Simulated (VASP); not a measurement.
# K: single point with LDA

K:

```
CELL_PARAMETERS angstrom
3.81634 0.00000 0.00000
0.00000 3.81634 0.00000
0.00000 0.00000 3.81634
ATOMIC_POSITIONS crystal
K 0.00000 0.00000 0.00000
```

This isn't the form of K at room conditions, which is bcc.

| Quantity | Value |
| --- | --- |
| Program | VASP 6.6.1 |
| Task | single point |
| Functional | LDA |
| Potentials or basis | VASP PAW LDA potentials, release 64 (K_sv) |
| Cutoff | 400 eV |
| k mesh | 9 × 9 × 9 |
| Occupations | fermi-dirac, width 0.05 eV |
| Spin | no spin polarisation |
| Dipole correction | no |
| k mesh for the DOS | 14 × 14 × 14 |
| Occupations for the DOS | tetrahedron |
| Further INCAR settings | ALGO = Normal; EDIFF = 1e-06 |

```
Valence electrons inside the program's atomic spheres : K 7.54
```

Levels at points of the mesh, in eV from the Fermi level:
```csv
k point,band 2,band 3,band 4,band 5,band 6,band 7
"(0.00, 0.00, 0.00)",-15.55,-15.55,-15.55,-2.60,2.71,2.71
"(0.50, 0.00, 0.00)",-15.82,-15.52,-15.52,-0.06,0.27,3.41
"(0.50, 0.50, 0.00)",-15.78,-15.78,-15.50,0.76,2.40,2.88
"(0.50, 0.50, 0.50)",-15.75,-15.75,-15.75,2.10,2.10,2.10
```

Run time: 44 s on 1 thread of Intel Xeon 8259CL, with other jobs on the host, peak memory 0.15 GiB.
